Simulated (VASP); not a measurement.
A run of VASP 6.6.1:

The input POSCAR:

```
ZnS
1.0
    3.5782574558      0.0000000000      0.0000000000
   -1.7891287279      3.0988618580      0.0000000000
    0.0000000000      0.0000000000      5.9307333615
Zn S
2 2
Direct
    0.3333333333      0.6666666667      0.0070658536
    0.6666666667      0.3333333333      0.5070658536
    0.3333333333      0.6666666667      0.3779341464
    0.6666666667      0.3333333333      0.8779341464
```

Contents of INCAR.step1:

```
PREC = Accurate
ENCUT = 520
ISMEAR = 0
SIGMA = 0.01
LREAL = False
LASPH = True
NELM = 100
NBANDS = 26
GGA = PE
ALGO = Normal
EDIFF = 1E-4
LWAVE = True
LCHARG = False
```

INCAR.step2

```
PREC = Accurate
ENCUT = 520
EDIFF = 1E-6
ISMEAR = 0
SIGMA = 0.01
LREAL = False
LASPH = True
NELM = 100
ALGO = Normal
ISIF = 2
LWAVE = False
LCHARG = False
METAGGA = R2SCAN
LMIXTAU = True
NBANDS = 26
ISTART = 1
```

KPOINTS

```
regular mesh
0
Gamma
  6 6 4
```

Potentials or basis: VASP PAW PBE potentials, release 64 (Zn, S).

Command:

```bash
$ cat potpaw_PBE.64/Zn/POTCAR potpaw_PBE.64/S/POTCAR > POTCAR
$ cp INCAR.step1 INCAR
$ mpirun -np 1 vasp_std > vasp.out
$ cp INCAR.step2 INCAR
$ mpirun -np 1 vasp_std > vasp.out
```

Hardware: 1 thread of Intel Xeon 6975P-C, with other jobs on the host.

Q: How long does it take, and how much memory?

A: It took 2.2 min on 1 thread of Intel Xeon 6975P-C (shared host), peak memory 0.2 GiB. Counts: k points 21.
